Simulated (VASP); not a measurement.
Wanted: the native input for a VASP 6.6.1 run.

- Task: relaxation of cell and atoms
- Functional: PBE
- Potentials or basis: VASP PAW PBE potentials, release 64 (Be, S)
- Cutoff: 600 eV
- k mesh: 4 × 4 × 4
- Occupations: gaussian, width 0.1 eV
- Spin: no spin polarisation
- Dipole correction: no
- Further INCAR settings: ALGO = Normal; EDIFF = 1e-06; IBRION = 2; EDIFFG = -0.04; NSW = 90; ISIF = 3

The structure of BeS5 lies in POSCAR:

```
BeS5
1.0
    0.0000000000      3.9785752200      3.9785752200
    3.9785752200      0.0000000000      3.9785752200
    3.9785752200      3.9785752200      0.0000000000
Be S
1 5
Direct
    0.0000000000      0.0000000000      0.0000000000
    0.3750000000      0.3750000000      0.8750000000
    0.3750000000      0.8750000000      0.3750000000
    0.8750000000      0.3750000000      0.3750000000
    0.3750000000      0.3750000000      0.3750000000
    0.7500000000      0.7500000000      0.7500000000
```

The cell was built from a structure type or drawn by symmetry, and may not be a known phase.

These files were run (other wordings do the same):

INCAR

```
  PREC = Accurate
  ENCUT = 600
  EDIFF = 1E-6
  ISMEAR = 0
  SIGMA = 0.1
  LREAL = F
  LASPH = T
  NELM = 60
  ALGO = Normal
  ISIF = 3
  LWAVE = F
  LCHARG = F
  GGA = PE
  IBRION = 2
  NSW = 90
  EDIFFG = -0.04
```

KPOINTS

```
Automatic mesh
0
Gamma
  4 4 4
```

Potentials or basis: VASP PAW PBE potentials, release 64 (Be, S).

Run with:

```console
$ cat potpaw_PBE.64/Be/POTCAR potpaw_PBE.64/S/POTCAR > POTCAR
$ mpirun -np 1 vasp_std > vasp.out
```

It gave:

```json
{"Relaxed volume": "16.80 Å³/atom", "Relaxed cell": "a = 5.224 Å, b = 5.224 Å, c = 5.224 Å, α = 60.00°, β = 60.00°, γ = 60.00°", "Space group after relaxing (to 0.1 Å)": "F-43m (No. 216)", "Energy gained by relaxing": "147.2 meV/atom", "Ionic steps": "3", "Pressure after relaxing": "-0.3 GPa", "Band gap on the k mesh": "zero (bands 16 and 17 overlap by 1.45 eV)"}
```

Caveat: the volume moved by over 15 % at a fixed basis, so the end points are rough.

Run time: 2.3 min on 1 thread of Intel Xeon 8259CL, on a shared host, peak memory 0.33 GiB.
